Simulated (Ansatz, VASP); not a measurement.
**Si: VASP beside Ansatz**

```
Si
1.0
    -2.25100    2.36850    1.27500
     2.25100   -2.36850    1.27500
     2.25100    2.36850   -1.27500
Si
2
Direct
  0.30700 0.05700 0.25000
  0.69300 0.94300 0.75000
```

Alike in both runs: task single point; functional PBEsol; k mesh 13 × 13 × 13; no spin polarisation.

|  | VASP | Ansatz |
| --- | --- | --- |
| version | VASP 6.6.1 | Ansatz 0.2.0 |
| potentials or method | VASP PAW PBE potentials, release 64 (Si), cutoff 500 eV | plane waves, PAW |
| occupations | methfessel-paxton of order 1, width 0.05 eV | cold, width 0.05 eV |
| valence electrons in the cell | 8 | 8 |

|  | VASP | Ansatz | Ansatz less VASP |
| --- | --- | --- | --- |
| pressure (GPa) | 13.2 | 13.0 | -0.22 |
| traceless stress, the component that is largest in VASP (GPa) | 2.76 | 2.68 | -0.082 |

VASP's potentials were made for PBE, not for PBEsol.
